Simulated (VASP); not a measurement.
# Be (P6_3/mmc) in VASP: further runs

Be is run at these levels: PBEsol; tasks: single point, relaxation of cell and atoms.

Everything below comes from runs of VASP 6.6.1. Logs are shortened: lines on timing, memory, paths and dates and some standing lists are left out, and cuts for length are marked.

## Step 1: The cell of the first run

It takes space group P6_3/mmc (No. 194, hexagonal). Conventional cell: a = 2.256 Å, b = 2.256 Å, c = 3.556 Å, α = 90.00°, β = 90.00°, γ = 120.00°. Be (site symmetry -6m2) has 12 Be at 2.20 to 2.26 Å within 2.9 Å.

## Step 2: Single point, PBEsol

Contents of INCAR:

```
SYSTEM = Be
ALGO = Normal
EDIFF = 1E-6
ENCUT = 600
GGA = PS
GGA_COMPAT = .FALSE.
ISIF = 2
ISMEAR = 0
LASPH = .TRUE.
LCHARG = .TRUE.
LELF = .TRUE.
LREAL = .FALSE.
LVHAR = .TRUE.
LWAVE = .FALSE.
NBANDS = 9
NELM = 120
PREC = Accurate
SIGMA = 0.1
```

Contents of KPOINTS:

```
k-points
0
G
  9 9 6
  0 0 0
```

Contents of POSCAR:

```
Be
1.0
    2.2557481466      0.0000000000      0.0000000000
   -1.1278740733      1.9535351995      0.0000000000
    0.0000000000      0.0000000000      3.5561827178
Be
2
Direct
    0.6666666667      0.3333333333      0.7500000000
    0.3333333333      0.6666666667      0.2500000000
```

Potentials or basis: VASP PAW PBE potentials, release 64 (Be).

Started as:

```console
> cat potpaw_PBE.64/Be/POTCAR > POTCAR
> mpirun -np 1 vasp_std > vasp.out
```

OUTCAR:

```text
SYSTEM = Be
   EDIFF = 1E-6
   ENCUT = 600
   GGA = PS
   ISIF = 2
   ISMEAR = 0
   LASPH = .TRUE.
   LREAL = .FALSE.
   NELM = 120
   PREC = Accurate

 ion  position               nearest neighbor table
   1  0.667  0.333  0.750-   2 2.20   2 2.20   2 2.20   2 2.20   2 2.20   2 2.20
   2  0.333  0.667  0.250-   1 2.20   1 2.20   1 2.20   1 2.20   1 2.20   1 2.20

  LATTYP: Found a hexagonal cell.
 ALAT       =     2.2557481466
 C/A-ratio  =     1.5764981224

  Lattice vectors:

 A1 = (   2.2557481466,   0.0000000000,   0.0000000000)
 A2 = (  -1.1278740733,   1.9535351995,   0.0000000000)
 A3 = (   0.0000000000,   0.0000000000,   3.5561827178)

Analysis of symmetry for initial positions (statically):
=====================================================================
 Subroutine PRICEL returns:
 Original cell was already a primitive cell.

 Routine SETGRP: Setting up the symmetry group for a
 hexagonal supercell.

 Subroutine GETGRP returns: Found 24 space group operations
 (whereof 12 operations were pure point group operations)
 out of a pool of 24 trial point group operations.

The static configuration has the point symmetry D_3d.
 The point group associated with its full space group is D_6h.

Analysis of symmetry for dynamics (positions and initial velocities):
=====================================================================
 Subroutine PRICEL returns:
 Original cell was already a primitive cell.

 Routine SETGRP: Setting up the symmetry group for a
 hexagonal supercell.

 Subroutine GETGRP returns: Found 24 space group operations
 (whereof 12 operations were pure point group operations)
 out of a pool of 24 trial point group operations.

The dynamic configuration has the point symmetry D_3d.
 The point group associated with its full space group is D_6h.

 Subroutine INISYM returns: Found 24 space group operations
 (whereof 12 operations are pure point group operations),
 and found     1 'primitive' translations

----------------------------------------------------------------------------------------

                                     Primitive cell

  volume of cell :      15.6710

  direct lattice vectors                    reciprocal lattice vectors
     2.255748147  0.000000000  0.000000000     0.443311901  0.255946246  0.000000000
    -1.127874073  1.953535200  0.000000000     0.000000000  0.511892491  0.000000000
     0.000000000  0.000000000  3.556182718     0.000000000  0.000000000  0.281200399

  length of vectors
     2.255748147  2.255748147  3.556182718     0.511892491  0.511892491  0.281200399

  position of ions in fractional coordinates (direct lattice)
     0.666666667  0.333333333  0.750000000
     0.333333333  0.666666667  0.250000000

  ion indices of the primitive-cell ions
   primitive index   ion index
                 1           1
                 2           2

----------------------------------------------------------------------------------------

 KPOINTS: k-points

Automatic generation of k-mesh.
 Grid dimensions read from file:
 generate k-points for:    9    9    6

 Generating k-lattice:

  Cartesian coordinates                     Fractional coordinates (reciprocal lattice)
     0.049256878  0.028438472  0.000000000     0.111111111  0.000000000  0.000000000
     0.000000000  0.056876943  0.000000000     0.000000000  0.111111111  0.000000000
     0.000000000  0.000000000  0.046866733     0.000000000  0.000000000  0.166666667

  Length of vectors
     0.056876943  0.056876943  0.046866733

  Shift w.r.t. Gamma in fractional coordinates (k-lattice)
     0.000000000  0.000000000  0.000000000

 Subroutine IBZKPT returns following result:
 ===========================================

 Found     48 irreducible k-points:

 Following reciprocal coordinates:
            Coordinates               Weight
  0.000000  0.000000  0.000000      1.000000
  0.111111  0.000000  0.000000      6.000000
  0.222222  0.000000  0.000000      6.000000
  0.333333  0.000000  0.000000      6.000000
  0.444444  0.000000  0.000000      6.000000
  0.111111  0.111111  0.000000      6.000000
[... 16 lines left out ...]
  0.333333  0.222222  0.166667     24.000000
  0.333333  0.333333  0.166667      4.000000
 [... further k-points ...]
   k-points           NKPTS =     48   k-points in BZ     NKDIM =     48   number of bands    NBANDS=      9
   number of dos      NEDOS =    301   number of ions     NIONS =      2
   total plane-waves  NPLWV =   9072
   dimension x,y,z NGX =    18 NGY =   18 NGZ =   28
   dimension x,y,z NGXF=    36 NGYF=   36 NGZF=   56
   ions per type =               2
   NGX,Y,Z   is equivalent  to a cutoff of  13.27, 13.27, 13.09 a.u.
   NGXF,Y,Z  is equivalent  to a cutoff of  26.53, 26.53, 26.18 a.u.
 SYSTEM =  Be
   PREC   = accura    normal or accurate (medium, high low for compatibility)
   ISTART =      0    job   : 0-new  1-cont  2-samecut
   ICHARG =      2    charge: 1-file 2-atom 10-const
   ISPIN  =      1    spin polarized calculation?
   LNONCOLLINEAR =      F non collinear calculations
   LSORBIT =      F    spin-orbit coupling
   LASPH  =      T    aspherical Exc in radial PAW
   ENCUT  =  600.0 eV  44.10 Ry    6.64 a.u.   4.51  4.51  7.10*2*pi/ulx,y,z
   NELM   =    120;   NELMIN=  2; NELMDL= -5     # of ELM steps
   EDIFF  = 0.1E-05   stopping-criterion for ELM
   LREAL  =      F    real-space projection
   EDIFFG = 0.1E-04   stopping-criterion for IOM
   NSW    =      0    number of steps for IOM
   IBRION =     -1    ionic relax: 0-MD 1-quasi-New 2-CG
   NFREE  =      0    steps in history (QN), initial steepest desc. (CG)
   ISIF   =      2    stress and relaxation
   ISYM   =      2    0-nonsym 1-usesym 2-fastsym
   POTIM  = 0.5000    time-step for ionic-motion
   TEBEG  =    0.0;   TEEND  =   0.0 temperature during run
   PSTRESS=    0.0 pullay stress
   NELECT =       4.0000    total number of electrons
   NUPDOWN=      -1.0000    fix difference up-down
   EMIN   =  10.00;   EMAX   =-10.00  energy-range for DOS
   EFERMI =   0.00;   METHOD = LEGACY
   ISMEAR =     0;   SIGMA  =   0.10  broadening in eV -4-tet -1-fermi 0-gaus
   EFERMI_NEDOS =   21; number of points for ismear=-14 and -15
   IALGO  =     38    algorithm
   IMIX   =      4    mixing-type and parameters
     AMIX     =   0.40;   BMIX     =  1.00
     AMIX_MAG =   1.60;   BMIX_MAG =  1.00
  volume/ion in A,a.u.               =       7.84        52.88
  Fermi-wavevector in a.u.,A,eV,Ry     =   1.038475  1.962434 14.672945  1.078431
  Thomas-Fermi vector in A             =   2.172961
   LORBIT       =      0    0 simple, 1 ext, 2 COOP (PROOUT), +10 PAW based schemes
   GGA     = PS    functional components
   LHFCALC =     F    Hartree Fock is set to
   AEXX    =    0.0000 exact exchange contribution
   IVDW    =     0    specifies the selected vdW correction
   LEPSILON=     F    determine dielectric tensor
   LRPA    =     F    only Hartree local field effects (RPA)
 non-spin polarized calculation
 Gauss-broadening in eV      SIGMA  =   0.10
  energy-cutoff  :      600.00
  volume of cell :       15.67
 maximum number of plane-waves:       540
 NGX is ok and might be reduce to    18
   NGX =  9   NGY =  9   NGZ = 15

 number of electron       4.0000000 magnetization

 Free energy of the ion-electron system (eV)
  ---------------------------------------------------
  ext. energy  EPLUGINS =         0.00000000
  ---------------------------------------------------
  free energy    TOTEN  =        -8.01220369 eV

  energy without entropy =       -8.01122346  energy(sigma->0) =       -8.01171358

 E-fermi :   6.7366     XC(G=0): -10.6375

 val. band max:        6.6127013463   @ k =   0.3333   0.1111   0.0000
 cond. band min:       6.7520994566   @ k =   0.3333   0.0000   0.0000
 fundamental gap:      0.1393981103
 Fermi energy:         6.7365779949

 k-point     1 :       0.0000    0.0000    0.0000
  band No.  band energies     occupation
      1      -4.3038      2.00000
      2       2.5855      2.00000
      3       8.2268      0.00000
      4      23.2196      0.00000
      5      23.2196      0.00000
      6      26.0768      0.00000
      7      26.0768      0.00000
      8      28.1478      0.00000
      9      34.3544      0.00000

 k-point     2 :       0.1111    0.0000    0.0000
  band No.  band energies     occupation
      1      -3.9483      2.00000
      2       3.0540      2.00000
      3       8.3217      0.00000
      4      20.6574      0.00000
      5      21.5225      0.00000
      6      26.0370      0.00000
      7      26.6727      0.00000
      8      27.4029      0.00000
      9      30.7431      0.00000

 k-point     3 :       0.2222    0.0000    0.0000
  band No.  band energies     occupation
      1      -2.8805      2.00000
      2       4.4533      2.00000
      3       8.4491      0.00000
      4      16.2496      0.00000
      5      19.2292      0.00000
      6      24.2599      0.00000
      7      24.6118      0.00000
      8      26.0490      0.00000
      9      27.3451      0.00000

 k-point     4 :       0.3333    0.0000    0.0000
  band No.  band energies     occupation
      1      -1.1096      2.00000
      2       6.7521      0.82626
      3       7.5503      0.00000
      4      13.4808      0.00000
      5      17.5461      0.00000
      6      19.3610      0.00000
      7      20.8202      0.00000
      8      24.9416      0.00000
      9      26.9338      0.00000
[... 205 lines left out ...]
 k-point    22 :       0.2222    0.2222    0.1667
  band No.  band energies     occupation
      1       0.2205      2.00000
      2       5.7849      2.00000
      3      10.7406      0.00000
      4      10.7469      0.00000
      5      14.5587      0.00000
      6      18.3662      0.00000
      7      20.7725      0.00000
      8      23.4386      0.00000
      9      26.2215      0.00000

 k-point    23 :       0.3333    0.2222    0.1667
  band No.  band energies     occupation
      1       2.6454      2.00000
      2       5.8704      2.00000
      3       8.6653      0.00000
      4      11.3590      0.00000
      5      13.1031      0.00000
      6      16.0672      0.00000
      7      20.6580      0.00000
      8      21.9141      0.00000
      9      24.3469      0.00000

 k-point    24 :       0.3333    0.3333    0.1667
  band No.  band energies     occupation
      1       4.8922      2.00000
      2       6.0524      2.00000
      3       6.0524      2.00000
      4      12.1353      0.00000
      5      13.7304      0.00000
      6      13.7304      0.00000
      7      21.6839      0.00000
      8      21.7357      0.00000
      9      21.7357      0.00000

 [... further k-points ...]
[... 5 lines left out ...]
  --------------------------------------------------------------------------------------
  -------------------------------------------------------------------------------------
  Total        0.1488515      0.1488515     -0.1980847      0.0000000      0.0000000      0.0000000
  in kB       15.2183602     15.2183602    -20.2518901      0.0000000      0.0000000      0.0000000
  external PRESSURE =       3.3949434 kB  Pullay stress =       0.0000000 kB

 VOLUME and BASIS-vectors are now :
 -----------------------------------------------------------------------------
  energy-cutoff  :      600.00
  volume of cell :       15.67
      direct lattice vectors                 reciprocal lattice vectors
     2.255748147  0.000000000  0.000000000     0.443311901  0.255946246  0.000000000
    -1.127874073  1.953535200  0.000000000     0.000000000  0.511892491  0.000000000
     0.000000000  0.000000000  3.556182718     0.000000000  0.000000000  0.281200399

 POSITION                                       TOTAL-FORCE (eV/Angst)
 -----------------------------------------------------------------------------------
      1.12787      0.65118      2.66714         0.000000      0.000000      0.000000
     -0.00000      1.30236      0.88905        -0.000000     -0.000000      0.000000
 -----------------------------------------------------------------------------------
    total drift:                                0.000000     -0.000000      0.000000

  FREE ENERGIE OF THE ION-ELECTRON SYSTEM (eV)
  ---------------------------------------------------
  free  energy   TOTEN  =        -8.0122036945 eV

  energy  without entropy=       -8.0112234639  energy(sigma->0) =       -8.01171358
```

Wall time 5.1 s (1 thread of Intel Xeon Platinum 8259CL at 2.50GHz (Skylake/Cascade Lake), shared host); peak memory 0.12 GiB.

Results:

```yaml
Free_energy: -8.0122 eV
Pressure: 0.3 GPa
Band_gap_on_the_k_mesh: zero (band 2 reaches 8.12 eV, above the bottom of band 3 at 5.98 eV)
```

Caveat: the PAW data sets were made with another functional, which shifts forces and pressure a little.

(Continued in part 2 of 2.)
